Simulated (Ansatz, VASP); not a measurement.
## One calculation of Sn3Se, two programs

Contents of INCAR:

```
ALGO = Normal ; EDIFF = 1E-6
ENCUT = 520 ; GGA = PS
ISIF = 2 ; ISMEAR = 0
LASPH = T ; LCHARG = F
LREAL = F ; LWAVE = F
NBANDS = 32 ; NELM = 60
PREC = Accurate ; SIGMA = 0.1
```

Contents of KPOINTS:

```
k-points
0
Gamma
  10 10 10
```

Contents of POSCAR:

```
Sn3Se
1.0
    4.5967775026      0.0000000000      0.0000000000
    0.0000000000      4.5967775026      0.0000000000
    0.0000000000      0.0000000000      4.5967775026
Sn Se
3 1
Direct
    0.0000000000      0.5000000000      0.5000000000
    0.5000000000      0.0000000000      0.5000000000
    0.5000000000      0.5000000000      0.0000000000
    0.0000000000      0.0000000000      0.0000000000
```

Input for Ansatz:

```yaml
crystal:
  lattice:
    - [4.5967775026, 0.0, 0.0]
    - [0.0, 4.5967775026, 0.0]
    - [0.0, 0.0, 4.5967775026]
  atoms:
    - { symbol: Sn, position: [0.0, 0.5, 0.5] }
    - { symbol: Sn, position: [0.5, 0.0, 0.5] }
    - { symbol: Sn, position: [0.5, 0.5, 0.0] }
    - { symbol: Se, position: [0.0, 0.0, 0.0] }
basis:
  ecutwfc: 420
kpoints:
  mp_grid: { grid: [10, 10, 10] }
hamiltonian:
  xc: pbesol
scf:
  occupations: { method: gaussian, width: 0.1 }
output:
  forces: true
  stress: true
  eigenvalues: true
  write_density: true
  write_potential: true
  elf: true
  volumetric_format: npy
```

Alike in both runs: task single point; functional PBEsol; k mesh 10 × 10 × 10; occupations gaussian, width 0.1 eV; no spin polarisation.

|  | VASP | Ansatz |
| --- | --- | --- |
| version | VASP 6.6.1 | Ansatz 0.2.0 |
| potentials or method | VASP PAW PBE potentials, release 64 (Sn_d, Se), cutoff 520 eV | scalar-relativistic, plane waves, PAW |
| valence electrons in the cell | 48 | 58 |

```tsv
	VASP	Ansatz	Ansatz less VASP
gap on the k mesh at the Fermi level (eV)	none	none	-
pressure (GPa)	2.4	2.4	+0.03
```

VASP's potentials were made for PBE, not for PBEsol. A gap of «none» marks a metal or a gap that the smearing closes. The functional is the same, so the differences come from potentials, cutoffs and numerics. VASP's potentials hold 48 valence electrons a cell and Ansatz's 58, so a difference there can come from the potentials and not from the codes.
